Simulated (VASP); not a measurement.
As: single point with PBEsol

The system is As.

```
As
1.0
     1.89097    1.09175    3.36808
    -1.89097    1.09175    3.36808
     0.00000   -2.18350    3.36808
As
2
Direct
  0.23018 0.23018 0.23018
  0.76982 0.76982 0.76982
```

```
Program             : VASP 6.6.1
Task                : single point
Functional          : PBEsol
Potentials or basis : VASP PAW PBE potentials, release 64 (As)
Cutoff              : 520 eV
k mesh              : 15 × 15 × 15
Occupations         : gaussian, width 0.1 eV
Spin                : no spin polarisation
```

```
Pressure               : 0.4 GPa
Largest force          : 0.055 eV/Å
Band gap on the k mesh : zero (bands 5 and 6 overlap by 0.14 eV)
```

Forces on the atoms (eV/Å):
```
As   0.000  0.000  0.055
As   0.000  0.000 -0.055
```

Stress tensor (GPa, compression positive):
```
0.42 0.00 0.00
0.00 0.42 0.00
0.00 0.00 0.28
```

Levels at points of the mesh, in eV from the Fermi level:
```csv
k point,band 2,band 3,band 4,band 5,band 6,band 7,band 8,band 9
"(0.00, 0.00, 0.00)",-5.56,-2.39,-2.07,-2.07,2.07,3.12,3.12,6.45
```

Run time: 3.3 min on 1 thread of Intel Xeon 8259CL, on a shared host, peak memory 0.28 GiB.

Caveat: the PAW data sets were made with another functional, which shifts forces and pressure a little.
